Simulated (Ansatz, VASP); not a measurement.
## Two plane-wave programs on As

```xyz
4
Lattice="4.8073 0.0000 0.0000 0.0000 3.6339 0.0000 0.0000 0.0000 28.2704" Properties=species:S:1:pos:R:3 pbc="T T T"
As    0.3655    0.0000   10.6786
As    2.0381    1.8169   10.6786
As    2.7692    1.8169    8.3214
As    4.4418    0.0000    8.3214
```

Alike in both runs: task single point; functional PBE; k mesh 4 × 6 × 1; no spin polarisation.

|  | VASP | Ansatz |
| --- | --- | --- |
| version | VASP 6.6.1 | Ansatz 0.2.0 |
| potentials or method | VASP PAW PBE potentials, release 64 (As) | plane waves, PAW |
| plane-wave cutoff (eV) | 520 | 420 |
| occupations | gaussian, width 0.01 eV | fixed |
| valence electrons in the cell | 20 | 60 |

Ansatz gave:

```
gap on the k mesh at the Fermi level (eV) : 0.92
```

Question: What did VASP give for the same quantities?

Answer: gap on the k mesh at the Fermi level (eV): 0.91.

VASP's potentials hold 20 valence electrons a cell and Ansatz's 60, so a difference there can come from the potentials and not from the codes. Ansatz's warnings: xc potential rough in thin density.
